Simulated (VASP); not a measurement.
Runs of VASP 6.6.1 on Rh. The structure is that of space group Im-3m (No. 229), or close to it. The cells are those of the table. This isn't the form of Rh at room conditions, which is fcc.

| task | level | cell | k mesh | cutoff (eV) | grid for exact exchange (PRECFOCK) | share of exact exchange | gap on the mesh (eV) | pressure (GPa) |
| --- | --- | --- | --- | --- | --- | --- | --- | --- |
| single point | r2SCAN | a = 2.602 Å, angles 109.5°, 1 atom | 16 × 16 × 16 | 520 | - | - | none | 13.0 |
| single point | r2SCAN | a = 2.528 Å, angles 109.5°, 1 atom | 16 × 16 × 16 | 520 | - | - | none | (a) |
| single point | r2SCAN0 | a = 2.638 Å, angles 109.5°, 1 atom | 7 × 7 × 7 | 520 | Normal | 0.25 | none | -8.2 |
| relaxation of cell and atoms | r2SCAN | relaxed from a = 2.614 Å, angles 109.5°, 1 atom | 15 × 15 × 15 | 600 | - | - | none | 0.0 |
| single point | r2SCAN | a = 2.638 Å, angles 109.5°, 1 atom | 7 × 7 × 7 | 520 | - | - | none | 0.4 |

Alike in all rows: potentials or basis VASP PAW PBE potentials, release 64 (Rh_pv); no spin polarisation; smearing fermi-dirac 0.1 eV.

Question: Fill in the values left out.

Answer: (a) 47.2.

Caveats: some runs use coarse meshes; the PAW data sets were made with another functional, which shifts forces and pressure a little; the cell stands under pressure (at least some runs); an empty level that is flat over the whole mesh can mark a ghost state of the potentials, or a narrow d or f band (at least some runs).

A k mesh can miss the band edges, and the runs leave out spin-orbit coupling on Rh.

A gap of «none» marks levels without a gap at the run's occupations.
